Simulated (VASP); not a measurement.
A run of VASP 6.6.1:

INCAR

```
SYSTEM = IrC
PREC = Accurate
ENCUT = 520
EDIFF = 1E-6
ISMEAR = -1
SIGMA = 0.08
LREAL = .FALSE.
LASPH = .TRUE.
NELM = 60
ALGO = Normal
ISIF = 2
LWAVE = .FALSE.
LCHARG = .FALSE.
GGA = PE
NBANDS = 14
```

File KPOINTS:

```
Automatic mesh
0
G
  16 16 16
  0 0 0
```

The input POSCAR:

```
IrC
1.0
    0.0000000000      1.9268954272      1.9268954272
    1.9268954272      0.0000000000      1.9268954272
    1.9268954272      1.9268954272      0.0000000000
Ir C
1 1
Direct
    0.0000000000      0.0000000000      0.0000000000
    0.2500000000      0.2500000000      0.2500000000
```

Potentials or basis: VASP PAW PBE potentials, release 64 (Ir, C).

Command:

```console
$ cat potpaw_PBE.64/Ir/POTCAR potpaw_PBE.64/C/POTCAR > POTCAR
$ mpirun -np 1 vasp_std > vasp.out
```

Hardware: 1 thread of Intel(R) Xeon(R) Platinum 8259CL CPU @ 2.50GHz (Skylake/Cascade Lake), on a shared host.

Problem. Estimate the wall time of this run.

Solution. It took 26 s on 1 thread of Intel(R) Xeon(R) Platinum 8259CL CPU @ 2.50GHz (Skylake/Cascade Lake) (shared host), peak memory 0.15 GiB. Counts: scf iterations 13, k points 145.
